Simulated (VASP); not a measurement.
# ScAl (Pm-3m) in VASP: notebook, part 2 of 2

VASP 6.6.1.

## (5) Single point, PBEsol

INCAR reads:

```
SYSTEM = ScAl
PREC = Accurate ; ENCUT = 520
EDIFF = 1E-7 ; ISMEAR = 0
SIGMA = 0.02 ; LREAL = .FALSE.
LASPH = .TRUE. ; NELM = 80
ALGO = Normal ; ISIF = 2
LWAVE = .FALSE. ; LCHARG = .FALSE.
GGA = PS ; NBANDS = 14
```

KPOINTS reads:

```
Automatic mesh
0
G
  12 12 12
  0 0 0
```

POSCAR reads:

```
ScAl
1.0
    3.3703489700      0.0000000000      0.0000000000
    0.0000000000      3.3703489700      0.0000000000
    0.0000000000      0.0000000000      3.3703489700
Sc Al
1 1
Direct
    0.5000000000      0.5000000000      0.5000000000
    0.0000000000      0.0000000000      0.0000000000
```

Potentials or basis: VASP PAW PBE potentials, release 64 (Sc_sv, Al).

Run with:

```
$ cat potpaw_PBE.64/Sc_sv/POTCAR potpaw_PBE.64/Al/POTCAR > POTCAR
$ mpirun -np 1 vasp_std > vasp.out
```

OUTCAR:

```text
SYSTEM = ScAl
   PREC = Accurate
   ENCUT = 520
   EDIFF = 1E-7
   ISMEAR = 0
   LREAL = .FALSE.
   LASPH = .TRUE.
   NELM = 80
   ISIF = 2
   GGA = PS

 ion  position               nearest neighbor table
   1  0.500  0.500  0.500-   2 2.92   2 2.92   2 2.92   2 2.92   2 2.92   2 2.92   2 2.92   2 2.92

   2  0.000  0.000  0.000-   1 2.92   1 2.92   1 2.92   1 2.92   1 2.92   1 2.92   1 2.92   1 2.92

  LATTYP: Found a simple cubic cell.
 ALAT       =     3.3703489700

  Lattice vectors:

 A1 = (   3.3703489700,   0.0000000000,   0.0000000000)
[... 596 lines left out ...]

  FORCE on cell =-STRESS in cart. coord.  units (eV):
  Direction    XX          YY          ZZ          XY          YZ          ZX
  --------------------------------------------------------------------------------------
  -------------------------------------------------------------------------------------
  Total       -0.4177401     -0.4177401     -0.4177401     -0.0000000     -0.0000000     -0.0000000
  in kB      -17.4820403    -17.4820403    -17.4820403     -0.0000000     -0.0000000     -0.0000000
  external PRESSURE =     -17.4820403 kB  Pullay stress =       0.0000000 kB

 VOLUME and BASIS-vectors are now :
 -----------------------------------------------------------------------------
  energy-cutoff  :      520.00
  volume of cell :       38.28
      direct lattice vectors                 reciprocal lattice vectors
     3.370348970  0.000000000  0.000000000     0.296705181  0.000000000  0.000000000
     0.000000000  3.370348970  0.000000000     0.000000000  0.296705181  0.000000000
     0.000000000  0.000000000  3.370348970     0.000000000  0.000000000  0.296705181

 POSITION                                       TOTAL-FORCE (eV/Angst)
 -----------------------------------------------------------------------------------
      1.68517      1.68517      1.68517         0.000000      0.000000      0.000000
      0.00000      0.00000      0.00000         0.000000      0.000000      0.000000
 -----------------------------------------------------------------------------------
    total drift:                                0.000000      0.000000      0.000000

  FREE ENERGIE OF THE ION-ELECTRON SYSTEM (eV)
  ---------------------------------------------------
  free  energy   TOTEN  =       -11.6191415822 eV

  energy  without entropy=      -11.6189620491  energy(sigma->0) =      -11.61905182
```

OSZICAR:

```text
N       E                     dE             d eps       ncg     rms          rms(c)
DAV:   1     0.119259980552E+03    0.11926E+03   -0.66859E+03  2432   0.935E+02
DAV:   2    -0.959610456985E+01   -0.12886E+03   -0.12551E+03  2388   0.310E+02
DAV:   3    -0.127403990991E+02   -0.31443E+01   -0.30783E+01  3484   0.599E+01
DAV:   4    -0.128161469973E+02   -0.75748E-01   -0.75668E-01  2844   0.799E+00
DAV:   5    -0.128192004537E+02   -0.30535E-02   -0.30534E-02  3516   0.149E+00    0.756E+00
DAV:   6    -0.116787807229E+02    0.11404E+01   -0.19319E+00  3624   0.201E+01    0.212E+00
DAV:   7    -0.116339605428E+02    0.44820E-01   -0.10149E-01  3852   0.310E+00    0.926E-01
DAV:   8    -0.116199628010E+02    0.13998E-01   -0.17691E-02  3368   0.145E+00    0.258E-01
DAV:   9    -0.116192083335E+02    0.75447E-03   -0.25187E-03  3618   0.821E-01    0.111E-01
DAV:  10    -0.116191589665E+02    0.49367E-04   -0.40390E-04  3588   0.300E-01    0.390E-02
DAV:  11    -0.116191417894E+02    0.17177E-04   -0.55492E-05  3580   0.120E-01    0.528E-03
DAV:  12    -0.116191416161E+02    0.17328E-06   -0.24358E-06  3604   0.203E-02    0.348E-03
DAV:  13    -0.116191415822E+02    0.33898E-07   -0.65427E-08  2118   0.423E-03
   1 F= -.11619142E+02 E0= -.11619052E+02  d E =-.179533E-03
```

stdout:

```text
POSCAR found type information on POSCAR ScAl
 POSCAR found :  2 types and       2 ions
 scaLAPACK will be used
 -----------------------------------------------------------------------------
|                                                                             |
|                                                                             |
|     You enforced a specific xc type in the INCAR file but a different       |
|     I HOPE YOU KNOW WHAT YOU ARE DOING!                                     |
|                                                                             |
 -----------------------------------------------------------------------------

 LDA part: xc-table for (Slater+PW92), standard interpolation
 POSCAR, INCAR and KPOINTS ok, starting setup
 FFT: planning ... GRIDC
 FFT: planning ... GRID_SOFT
 FFT: planning ... GRID
 WAVECAR not read
 entering main loop
```

It took 67 s on 1 thread of Intel Xeon 8259CL, shared host; peak memory 0.19 GiB.

Results:

```yaml
Free_energy: -11.6191 eV
Pressure: -1.7 GPa
Band_gap_on_the_k_mesh: zero (bands 7 and 8 overlap by 1.18 eV)
```

Caveat: the PAW data sets were made with another functional, which shifts forces and pressure a little.

## (6) Single point, PBEsol

INCAR reads:

```
SYSTEM = ScAl
ALGO     = Normal         ! electronic algorithm
EDIFF    = 1E-6           ! SCF threshold, eV
ENCUT    = 520            ! plane-wave cutoff, eV
GGA      = PS             ! functional
ISIF     = 2              ! what is computed and relaxed
ISMEAR   = 0              ! smearing method
LASPH    = .True.         ! aspherical terms in the spheres
LCHARG   = .False.        ! write CHGCAR
LREAL    = .False.        ! projectors in reciprocal space
LWAVE    = .False.        ! write WAVECAR
NBANDS   = 14             ! bands
NELM     = 100            ! most SCF steps
PREC     = Accurate       ! precision mode
SIGMA    = 0.05           ! smearing width, eV
```

KPOINTS reads:

```
k-points
0
Gamma
  12 12 12
  0 0 0
```

POSCAR is that of step 5.

Potentials or basis: VASP PAW PBE potentials, release 64 (Sc_sv, Al).

Run with:

```
$ cat potpaw_PBE.64/Sc_sv/POTCAR potpaw_PBE.64/Al/POTCAR > POTCAR
$ mpirun -np 1 vasp_std > vasp.out
```

It took 48 s on 1 thread of Intel Xeon 8259CL, shared host; peak memory 0.19 GiB.

It converged, with:

```yaml
Free_energy: -11.6196 eV
Pressure: -1.7 GPa
Band_gap_on_the_k_mesh: zero (bands 7 and 8 overlap by 1.18 eV)
```

Levels at points of the mesh, in eV from the Fermi level:
| k point | band 5 | band 6 | band 7 | band 8 | band 9 | band 10 |
| --- | --- | --- | --- | --- | --- | --- |
| (0.00, 0.00, 0.00) | -8.42 | -0.64 | -0.64 | 2.75 | 2.75 | 2.75 |
| (0.50, 0.00, 0.00) | -5.63 | -4.52 | 0.30 | 0.81 | 0.81 | 2.98 |
| (0.50, 0.50, 0.00) | -4.67 | -1.81 | -1.81 | -0.81 | 1.57 | 1.57 |
| (0.50, 0.50, 0.50) | -2.51 | -2.51 | -2.51 | -0.41 | 2.93 | 2.93 |

Caveat: the PAW data sets were made with another functional, which shifts forces and pressure a little.

## (7) The runs side by side

```tsv
k mesh	smearing	gap on the mesh (eV)	pressure (GPa)
10 × 10 × 10, shifted	gaussian 0.1 eV	none	-1.6
12 × 12 × 12	gaussian 0.1 eV	none	-1.7
12 × 12 × 12	gaussian 0.02 eV	none	-1.7
12 × 12 × 12	gaussian 0.05 eV	none	-1.7
```

Alike in all rows: task single point; level PBEsol; potentials or basis VASP PAW PBE potentials, release 64 (Sc_sv, Al); no spin polarisation; cell as given; cutoff (eV) 520.

Caveats: the PAW data sets were made with another functional, which shifts forces and pressure a little.

Absolute energies hang on the potentials; compare differences alone.
